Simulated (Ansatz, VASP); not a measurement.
# As in VASP and in Ansatz

File INCAR:

```
PREC = Accurate ; ENCUT = 520
EDIFF = 1E-7 ; ISMEAR = 0
SIGMA = 0.1 ; LREAL = False
LASPH = True ; NELM = 100
ALGO = Normal ; ISIF = 2
LWAVE = False ; LCHARG = False
GGA = PS ; NBANDS = 12
```

Contents of KPOINTS:

```
Automatic mesh
0
Gamma
  6 6 6
```

The input POSCAR:

```
As
1.0
    1.8797500000      1.0852741700      3.4857666700
   -1.8797500000      1.0852741700      3.4857666700
    0.0000000000     -2.1705483400      3.4857666700
As
2
Direct
    0.2275400000      0.2275400000      0.2275400000
    0.7724600000      0.7724600000      0.7724600000
```

Input for Ansatz:

```yaml
crystal:
  lattice:
    - [1.87975, 1.08527417, 3.48576667]
    - [-1.87975, 1.08527417, 3.48576667]
    - [0.0, -2.17054834, 3.48576667]
  atoms:
    - { symbol: As, position: [0.22754, 0.22754, 0.22754] }
    - { symbol: As, position: [0.77246, 0.77246, 0.77246] }
basis:
  ecutwfc: 420
kpoints:
  mp_grid: { grid: [6, 6, 6] }
hamiltonian:
  xc: pbesol
  pseudopotentials: { kind: paw, azcp: { folder: soft_1 } }
scf:
  occupations: { method: gaussian, width: 0.1 }
output:
  forces: true
  stress: true
  eigenvalues: true
```

Alike in both runs: task single point; functional PBEsol; k mesh 6 × 6 × 6; occupations gaussian, width 0.1 eV; no spin polarisation.

|  | VASP | Ansatz |
| --- | --- | --- |
| version | VASP 6.6.1 | Ansatz 0.2.0 |
| potentials or method | VASP PAW PBE potentials, release 64 (As), cutoff 520 eV | scalar-relativistic, plane waves, PAW |
| valence electrons in the cell | 10 | 30 |

|  | VASP | Ansatz | Ansatz less VASP |
| --- | --- | --- | --- |
| gap on the k mesh at the Fermi level (eV) | none | none | - |
| pressure (GPa) | 0.4 | 0.0 | -0.38 |
| traceless stress, the component that is largest in VASP (GPa) | -1.14 | -1.06 | +0.089 |
| rms of the force components (eV/Å) | 0.069 | 0.034 | -0.0356 |

VASP's potentials were made for PBE, not for PBEsol, and Ansatz warns of the same on its side. Atom by atom the forces differ by 0.036 eV/Å (rms over components). A gap of «none» marks a metal or a gap that the smearing closes. The functional is the same, so the differences come from potentials, cutoffs and numerics. VASP's potentials hold 10 valence electrons a cell and Ansatz's 30, so a difference there can come from the potentials and not from the codes.
